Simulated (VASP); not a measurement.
Sb3As5P8: single point with r2SCAN

Crystal: Sb3As5P8.

```
CELL_PARAMETERS angstrom
3.68526 2.12769 6.65255
-3.68526 2.12769 6.65255
0.00000 -4.25538 6.65255
ATOMIC_POSITIONS crystal
P 0.38626 0.38626 0.38626
P 0.38626 0.38626 0.88626
P 0.38626 0.88626 0.38626
P 0.38626 0.88626 0.88626
P 0.88626 0.38626 0.38626
P 0.88626 0.38626 0.88626
P 0.88626 0.88626 0.38626
P 0.88626 0.88626 0.88626
As 0.11374 0.11374 0.11374
As 0.11374 0.61374 0.11374
As 0.61374 0.11374 0.11374
As 0.61374 0.11374 0.61374
As 0.61374 0.61374 0.61374
Sb 0.11374 0.11374 0.61374
Sb 0.11374 0.61374 0.61374
Sb 0.61374 0.61374 0.11374
```

```
Program             : VASP 6.6.1
Task                : single point
Functional          : r2SCAN
Potentials or basis : VASP PAW PBE potentials, release 64 (P, As, Sb)
Cutoff              : 520 eV
k mesh              : 3 × 3 × 3
Occupations         : fermi-dirac, width 0.05 eV
Spin                : no spin polarisation
```

| Item | Value |
| --- | --- |
| Pressure | 6.8 GPa |
| Largest force | 1.841 eV/Å |
| Band gap on the k mesh | zero (bands 40 and 41 overlap by 0.49 eV) |

Forces in eV/Å, atoms in the order of the input:
```
P    1.146 -0.523 -1.208
P    0.144 -0.083  0.373
P    1.044  0.751 -0.378
P   -1.063  0.614 -0.472
P   -1.063  0.614 -0.462
P    1.026 -0.731 -1.208
P   -1.178  0.680 -0.481
P   -0.128 -1.280 -0.378
As   0.055 -0.055 -0.180
As   0.061  0.030 -0.251
As  -0.070  0.040 -0.310
As   0.075 -0.020 -0.180
As   0.004 -0.068 -0.251
Sb   0.007 -0.004  1.746
Sb  -0.039  0.023  1.840
Sb  -0.021  0.012  1.801
```

Stress tensor (GPa, compression positive):
```
 7.21  0.09 -0.08
 0.09  7.31  0.05
-0.08  0.05  5.90
```

Levels at points of the mesh, in eV from the Fermi level:
| k point | band 37 | band 38 | band 39 | band 40 | band 41 | band 42 | band 43 | band 44 |
| --- | --- | --- | --- | --- | --- | --- | --- | --- |
| (0.00, 0.00, 0.00) | -1.04 | -0.84 | -0.74 | -0.71 | -0.38 | -0.35 | -0.27 | -0.12 |

It took 8.3 min on 1 thread of Intel(R) Xeon(R) 6975P-C (Granite Rapids), on a shared host, peak memory 0.6 GiB.

Caveat: the cell stands under pressure; semilocal functionals underestimate gaps, and a narrow one can read as zero; the PAW data sets were made with another functional, which shifts forces and pressure a little; spin-orbit coupling is left out, which moves the levels of the heavy elements.
